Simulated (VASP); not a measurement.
Te:

```xyz
2
Lattice="3.4578 0.0000 0.0000 -1.7289 2.9945 0.0000 0.0000 0.0000 5.6016" Properties=species:S:1:pos:R:3 pbc="T T T"
Te    0.0000    1.9963    1.4004
Te    1.7289    0.9982    4.2012
```

This isn't the form of Te at room conditions, which is trigonal, of chains.

| Item | Value |
| --- | --- |
| Program | VASP 6.6.1 |
| Task | relaxation of cell and atoms |
| Functional | PBEsol |
| Potentials or basis | VASP PAW PBE potentials, release 64 (Te) |
| Cutoff | 600 eV |
| k mesh | 14 × 14 × 8 |
| Occupations | fermi-dirac, width 0.08 eV |
| Spin | no spin polarisation |

At the start: pressure -4.1 GPa; volume 29.00 Å³/atom.

**Question.** Where does the relaxation end?

**Answer.** Over 17 steps the energy falls by 213.6 meV/atom and the volume is 29.52 Å³/atom (+1.8 %); space group P6_3/mmc (No. 194, to 0.1 Å) before and after.

Step by step:
```tsv
step	energy change (eV)	largest force (eV/Å)	pressure (GPa)	volume (Å³)
1	0.0000	0.0000	-4.09	58.00
2	-0.0923	0.0000	2.32	51.98
3	-0.0942	0.0000	1.35	52.67
4	-0.1582	0.0000	1.98	52.41
5	-0.2342	0.0000	8.28	50.94
6	-0.2500	0.0000	8.12	51.24
7	-0.2859	0.0000	7.75	52.10
8	-0.3010	0.0000	7.57	53.70
9	-0.3468	0.0000	5.81	54.75
10	-0.4206	0.0000	1.40	58.01
11	-0.4264	0.0000	0.12	59.17
12	-0.4265	0.0000	-0.02	59.32
13	-0.4266	0.0000	-0.02	59.30
14	-0.4268	0.0000	-0.02	59.24
15	-0.4271	0.0000	-0.01	59.12
16	-0.4269	0.0000	0.01	58.89
17	-0.4271	0.0000	0.00	59.05
```

Final structure:
```yaml
crystal:
  lattice:
    - [3.94073, 0.00000, 0.00000]
    - [-1.97036, 3.41277, 0.00000]
    - [0.00000, 0.00000, 4.39052]
  atoms:
    - { symbol: Te, position: [0.33333, 0.66667, 0.25000] }
    - { symbol: Te, position: [0.66667, 0.33333, 0.75000] }
```

Caveat: a cell axis changed by over 15 % at a fixed basis, so the end point is rough; the PAW data sets were made with another functional, which shifts forces and pressure a little.
